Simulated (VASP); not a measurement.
# LiB11 (R3m) in VASP: single point with LDA

Aim: the single point of LiB11 with LDA.

Everything below comes from runs of VASP 6.6.1. Logs are shortened: lines on timing, memory, paths and dates and some standing lists are left out, and cuts for length are marked.

**1. The cell of the first run**

It takes space group R3m (No. 160, trigonal). The conventional cell has a = 4.825 Å, b = 4.825 Å, c = 13.013 Å, α = 90.00°, β = 90.00°, γ = 120.00°. Within 3.2 Å of Li (site symmetry 3m) lie 27 B at 2.42 to 3.06 Å. B (site symmetry m) has 6 B at 1.73 to 1.87 Å within 2.3 Å. Within 2.3 Å of B (site symmetry m) lie 7 B at 1.74 to 1.99 Å. B (site symmetry 3m) has 6 B at 1.77 to 1.85 Å within 2.4 Å. B (site symmetry 3m) has 6 B at 1.74 to 1.78 Å within 2.3 Å. B (site symmetry m) has 7 B at 1.77 to 1.99 Å within 2.4 Å.

**2. Single point, LDA**

File INCAR:

```
PREC = Accurate
ENCUT = 520
EDIFF = 1E-6
ISMEAR = 0
SIGMA = 0.1
LREAL = False
LASPH = True
NELM = 80
ALGO = Normal
ISIF = 2
LWAVE = False
LCHARG = False
NBANDS = 30
```

File KPOINTS:

```
regular mesh
0
Gamma
  6 6 6
```

File POSCAR:

```
LiB11
1.0
    2.4124490000      1.3928280000      4.3375670000
   -2.4124490000      1.3928280000      4.3375670000
    0.0000000000     -2.7856560000      4.3375670000
Li B
1 11
Direct
    0.5366300000      0.5366300000      0.5366300000
    0.6250560000      0.6250560000      0.9841100000
    0.6250560000      0.9841100000      0.6250560000
    0.9841100000      0.6250560000      0.6250560000
    0.9860690000      0.5898200000      0.9860690000
    0.5898200000      0.9860690000      0.9860690000
    0.9860690000      0.9860690000      0.5898200000
    0.9680040000      0.9680040000      0.9680040000
    0.2220410000      0.2220410000      0.2220410000
    0.2053280000      0.5862590000      0.2053280000
    0.5862590000      0.2053280000      0.2053280000
    0.2053280000      0.2053280000      0.5862590000
```

Potentials or basis: VASP PAW LDA potentials, release 64 (Li_sv, B).

Started as:

```
> cat potpaw_LDA.64/Li_sv/POTCAR potpaw_LDA.64/B/POTCAR > POTCAR
> mpirun -np 1 vasp_std > vasp.out
```

OUTCAR:

```text
PREC = Accurate
   ENCUT = 520
   EDIFF = 1E-6
   ISMEAR = 0
   LREAL = False
   LASPH = True
   NELM = 80
   ISIF = 2

 ion  position               nearest neighbor table
   1  0.537  0.537  0.537-
   2  0.625  0.625  0.984-   3 1.73   4 1.73   5 1.77   6 1.77  10 1.87  11 1.87
   3  0.625  0.984  0.625-   2 1.73   4 1.73   6 1.77   7 1.77  11 1.87  12 1.87
   4  0.984  0.625  0.625-   2 1.73   3 1.73   5 1.77   7 1.77  10 1.87  12 1.87
   5  0.986  0.590  0.986-   9 1.74   4 1.77   2 1.77   8 1.85   7 1.91   6 1.91  10 1.99
   6  0.590  0.986  0.986-   9 1.74   3 1.77   2 1.77   8 1.85   7 1.91   5 1.91  11 1.99
   7  0.986  0.986  0.590-   9 1.74   4 1.77   3 1.77   8 1.85   5 1.91   6 1.91  12 1.99
   8  0.968  0.968  0.968-  12 1.77  11 1.77  10 1.77   7 1.85   5 1.85   6 1.85
   9  0.222  0.222  0.222-   7 1.74   6 1.74   5 1.74  12 1.78  11 1.78  10 1.78
  10  0.205  0.586  0.205-   8 1.77   9 1.78  12 1.84  11 1.84   4 1.87   2 1.87   5 1.99
  11  0.586  0.205  0.205-   8 1.77   9 1.78  12 1.84  10 1.84   3 1.87   2 1.87   6 1.99
  12  0.205  0.205  0.586-   8 1.77   9 1.78  10 1.84  11 1.84   3 1.87   4 1.87   7 1.99

  LATTYP: Found a trigonal (rhomboedric) cell.
 ALAT       =     5.1550332196
 COS(alpha) =     0.5619906906

  Lattice vectors:

 A1 = (   2.4124490000,   1.3928280000,   4.3375670000)
 A2 = (  -2.4124490000,   1.3928280000,   4.3375670000)
 A3 = (   0.0000000000,  -2.7856560000,   4.3375670000)

Analysis of symmetry for initial positions (statically):
=====================================================================
 Subroutine PRICEL returns:
 Original cell was already a primitive cell.

 Routine SETGRP: Setting up the symmetry group for a
 trigonal (rhombohedral) supercell.

 Subroutine GETGRP returns: Found  6 space group operations
 (whereof  6 operations were pure point group operations)
 out of a pool of 12 trial point group operations.

The static configuration has the point symmetry C_3v.

Analysis of symmetry for dynamics (positions and initial velocities):
=====================================================================
 Subroutine PRICEL returns:
 Original cell was already a primitive cell.

 Routine SETGRP: Setting up the symmetry group for a
 trigonal (rhombohedral) supercell.

 Subroutine GETGRP returns: Found  6 space group operations
 (whereof  6 operations were pure point group operations)
 out of a pool of 12 trial point group operations.

The dynamic configuration has the point symmetry C_3v.

 Subroutine INISYM returns: Found  6 space group operations
 (whereof  6 operations are pure point group operations),
 and found     1 'primitive' translations

----------------------------------------------------------------------------------------

                                     Primitive cell

  volume of cell :      87.4486

  direct lattice vectors                    reciprocal lattice vectors
     2.412449000  1.392828000  4.337567000     0.207258267  0.119660623  0.076847996
    -2.412449000  1.392828000  4.337567000    -0.207258267  0.119660623  0.076847996
     0.000000000 -2.785656000  4.337567000     0.000000000 -0.239321247  0.076847996

  length of vectors
     5.155033220  5.155033220  5.155033155     0.251356855  0.251356855  0.251356865

  position of ions in fractional coordinates (direct lattice)
     0.536630000  0.536630000  0.536630000
     0.625056000  0.625056000  0.984110000
     0.625056000  0.984110000  0.625056000
     0.984110000  0.625056000  0.625056000
     0.986069000  0.589820000  0.986069000
     0.589820000  0.986069000  0.986069000
     0.986069000  0.986069000  0.589820000
     0.968004000  0.968004000  0.968004000
     0.222041000  0.222041000  0.222041000
     0.205328000  0.586259000  0.205328000
     0.586259000  0.205328000  0.205328000
     0.205328000  0.205328000  0.586259000

  ion indices of the primitive-cell ions
   primitive index   ion index
                 1           1
                 2           2
                 3           3
                 4           4
                 5           5
                 6           6
                 7           7
                 8           8
                 9           9
                10          10
                11          11
                12          12

----------------------------------------------------------------------------------------

 KPOINTS: regular mesh

Automatic generation of k-mesh.
 Grid dimensions read from file:
 generate k-points for:    6    6    6

 Generating k-lattice:

  Cartesian coordinates                     Fractional coordinates (reciprocal lattice)
     0.034543045  0.019943437  0.012807999     0.166666667  0.000000000 -0.000000000
    -0.034543045  0.019943437  0.012807999     0.000000000  0.166666667 -0.000000000
     0.000000000 -0.039886874  0.012807999    -0.000000000 -0.000000000  0.166666667

  Length of vectors
     0.041892809  0.041892809  0.041892811

  Shift w.r.t. Gamma in fractional coordinates (k-lattice)
     0.000000000  0.000000000  0.000000000

 Subroutine IBZKPT returns following result:
 ===========================================

 Found     32 irreducible k-points:

 Following reciprocal coordinates:
            Coordinates               Weight
  0.000000  0.000000  0.000000      1.000000
  0.166667  0.000000  0.000000      6.000000
  0.333333 -0.000000 -0.000000      6.000000
  0.500000  0.000000  0.000000      3.000000
  0.166667  0.166667  0.000000      6.000000
  0.333333  0.166667 -0.000000     12.000000
[... 16 lines left out ...]
  0.500000  0.500000  0.166667      6.000000
 -0.333333  0.500000  0.166667     12.000000
 [... further k-points ...]
   k-points           NKPTS =     32   k-points in BZ     NKDIM =     32   number of bands    NBANDS=     30
   number of dos      NEDOS =    301   number of ions     NIONS =     12
   total plane-waves  NPLWV =  64000
   dimension x,y,z NGX =    40 NGY =   40 NGZ =   40
   dimension x,y,z NGXF=    80 NGYF=   80 NGZF=   80
   ions per type =               1  11
   NGX,Y,Z   is equivalent  to a cutoff of  12.90, 12.90, 12.90 a.u.
   NGXF,Y,Z  is equivalent  to a cutoff of  25.80, 25.80, 25.80 a.u.
 SYSTEM =  unknown system
   PREC   = accura    normal or accurate (medium, high low for compatibility)
   ISTART =      0    job   : 0-new  1-cont  2-samecut
   ICHARG =      2    charge: 1-file 2-atom 10-const
   ISPIN  =      1    spin polarized calculation?
   LNONCOLLINEAR =      F non collinear calculations
   LSORBIT =      F    spin-orbit coupling
   LASPH  =      T    aspherical Exc in radial PAW
   ENCUT  =  520.0 eV  38.22 Ry    6.18 a.u.   9.58  9.58  9.58*2*pi/ulx,y,z
   NELM   =     80;   NELMIN=  2; NELMDL= -5     # of ELM steps
   EDIFF  = 0.1E-05   stopping-criterion for ELM
   LREAL  =      F    real-space projection
   EDIFFG = 0.1E-04   stopping-criterion for IOM
   NSW    =      0    number of steps for IOM
   IBRION =     -1    ionic relax: 0-MD 1-quasi-New 2-CG
   NFREE  =      0    steps in history (QN), initial steepest desc. (CG)
   ISIF   =      2    stress and relaxation
   ISYM   =      2    0-nonsym 1-usesym 2-fastsym
   POTIM  = 0.5000    time-step for ionic-motion
   TEBEG  =    0.0;   TEEND  =   0.0 temperature during run
   PSTRESS=    0.0 pullay stress
   NELECT =      36.0000    total number of electrons
   NUPDOWN=      -1.0000    fix difference up-down
   EMIN   =  10.00;   EMAX   =-10.00  energy-range for DOS
   EFERMI =   0.00;   METHOD = LEGACY
   ISMEAR =     0;   SIGMA  =   0.10  broadening in eV -4-tet -1-fermi 0-gaus
   EFERMI_NEDOS =   21; number of points for ismear=-14 and -15
   IALGO  =     38    algorithm
   IMIX   =      4    mixing-type and parameters
     AMIX     =   0.40;   BMIX     =  1.00
     AMIX_MAG =   1.60;   BMIX_MAG =  1.00
  volume/ion in A,a.u.               =       7.29        49.18
  Fermi-wavevector in a.u.,A,eV,Ry     =   1.217843  2.301390 20.179366  1.483142
  Thomas-Fermi vector in A             =   2.353150
   LORBIT       =      0    0 simple, 1 ext, 2 COOP (PROOUT), +10 PAW based schemes
   GGA     = CA    functional components
   LHFCALC =     F    Hartree Fock is set to
   AEXX    =    0.0000 exact exchange contribution
   IVDW    =     0    specifies the selected vdW correction
   LEPSILON=     F    determine dielectric tensor
   LRPA    =     F    only Hartree local field effects (RPA)
 non-spin polarized calculation
 Gauss-broadening in eV      SIGMA  =   0.10
  energy-cutoff  :      520.00
  volume of cell :       87.45
 maximum number of plane-waves:      2373
 NGX is ok and might be reduce to    40
   NGX = 19   NGY = 19   NGZ = 19

 number of electron      36.0000005 magnetization

 Free energy of the ion-electron system (eV)
  ---------------------------------------------------
  ext. energy  EPLUGINS =         0.00000000
  ---------------------------------------------------
  free energy    TOTEN  =       -82.65440859 eV

  energy without entropy =      -82.65275501  energy(sigma->0) =      -82.65358180

 E-fermi :   6.8958     XC(G=0): -11.5812

 val. band max:        6.8370914139   @ k =   0.1667   0.1667   0.0000
 cond. band min:       7.0460683354   @ k =   0.1667   0.0000   0.0000
 fundamental gap:      0.2089769215
 Fermi energy:         6.8957556491

 k-point     1 :       0.0000    0.0000    0.0000
  band No.  band energies     occupation
      1     -39.1737      2.00000
      2      -9.5323      2.00000
      3      -6.5148      2.00000
      4      -3.9211      2.00000
      5      -2.2914      2.00000
      6      -2.2914      2.00000
[... 22 lines left out ...]
     29      15.1505      0.00000
     30      15.2705      0.00000

 k-point     2 :       0.1667    0.0000    0.0000
  band No.  band energies     occupation
      1     -39.1737      2.00000
      2      -9.3816      2.00000
      3      -6.7255      2.00000
      4      -4.0015      2.00000
      5      -2.7456      2.00000
      6      -2.4515      2.00000
[... 718 lines left out ...]
 k-point    24 :      -0.3333    0.5000    0.1667
  band No.  band energies     occupation
      1     -39.1737      2.00000
      2      -8.3638      2.00000
      3      -7.5475      2.00000
      4      -5.5633      2.00000
      5      -4.2307      2.00000
      6      -3.2362      2.00000
[... 22 lines left out ...]
     29      14.0859      0.00000
     30      14.1654      0.00000

 [... further k-points ...]
[... 5 lines left out ...]
  --------------------------------------------------------------------------------------
  -------------------------------------------------------------------------------------
  Total       -4.2042611     -4.2042607     -4.7276423      0.0000000      0.0000000      0.0000000
  in kB      -77.0277462    -77.0277374    -86.6167961      0.0000000      0.0000000      0.0000000
  external PRESSURE =     -80.2240932 kB  Pullay stress =       0.0000000 kB

 VOLUME and BASIS-vectors are now :
 -----------------------------------------------------------------------------
  energy-cutoff  :      520.00
  volume of cell :       87.45
      direct lattice vectors                 reciprocal lattice vectors
     2.412449000  1.392828000  4.337567000     0.207258267  0.119660623  0.076847996
    -2.412449000  1.392828000  4.337567000    -0.207258267  0.119660623  0.076847996
     0.000000000 -2.785656000  4.337567000     0.000000000 -0.239321247  0.076847996

 POSITION                                       TOTAL-FORCE (eV/Angst)
 -----------------------------------------------------------------------------------
      0.00000      0.00000      6.98301        -0.000000     -0.000000     -0.073195
      0.00000     -1.00020      9.69109        -0.000000      0.067158      0.049111
     -0.86620      0.50010      9.69109         0.058160     -0.033579      0.049111
      0.86620      0.50010      9.69109        -0.058160     -0.033579      0.049111
      0.95593     -0.55191     11.11266        -0.093219      0.053820     -0.024625
     -0.95593     -0.55191     11.11266         0.093219      0.053820     -0.024625
      0.00000      1.10381     11.11266        -0.000000     -0.107640     -0.024625
      0.00000      0.00000     12.59635        -0.000000     -0.000000     -0.260932
      0.00000      0.00000      2.88935        -0.000000     -0.000000      0.214851
     -0.91898      0.53057      4.32419         0.111876     -0.064592      0.015273
      0.91898      0.53057      4.32419        -0.111876     -0.064592      0.015273
      0.00000     -1.06114      4.32419        -0.000000      0.129183      0.015273
 -----------------------------------------------------------------------------------
    total drift:                                0.000000     -0.000000      0.000020

  FREE ENERGIE OF THE ION-ELECTRON SYSTEM (eV)
  ---------------------------------------------------
  free  energy   TOTEN  =       -82.6544085921 eV

  energy  without entropy=      -82.6527550078  energy(sigma->0) =      -82.65358180
```

Wall time 3.1 min (1 thread of Intel Xeon 8259CL, shared host); peak memory 0.22 GiB.

What came out:

```yaml
Free_energy: -82.6544 eV
Largest_force: 0.261 eV/Å
Band_gap_on_the_k_mesh: zero (bands 18 and 19 overlap by 1.05 eV)
```

Forces in eV/Å, atoms in the order of the input:
```
Li   0.000  0.000 -0.073
B    0.000  0.067  0.049
B    0.058 -0.034  0.049
B   -0.058 -0.034  0.049
B   -0.093  0.054 -0.025
B    0.093  0.054 -0.025
B    0.000 -0.108 -0.025
B    0.000  0.000 -0.261
B    0.000  0.000  0.215
B    0.112 -0.065  0.015
B   -0.112 -0.065  0.015
B    0.000  0.129  0.015
```

Levels at points of the mesh, in eV from the Fermi level:
```tsv
k point	band 15	band 16	band 17	band 18	band 19	band 20	band 21	band 22
(0.00, 0.00, 0.00)	-6.02	-1.05	0.56	0.56	1.76	1.76	2.74	3.12
(0.50, 0.00, 0.00)	-3.36	-2.91	-2.26	-1.56	2.02	2.67	3.50	3.50
(0.50, 0.50, 0.00)	-3.20	-3.14	-2.83	-0.85	-0.49	1.98	2.15	4.27
(0.50, 0.50, 0.50)	-4.03	-3.72	-3.72	-2.51	2.83	3.38	3.38	3.86
```

Caveat: the cutoff is under 1.25 times the usual one of these potentials, so pressure, stress and relaxed cells hold a basis-set (Pulay) error.

The gap in the log of VASP goes by the Fermi energy; the results here count the filled bands.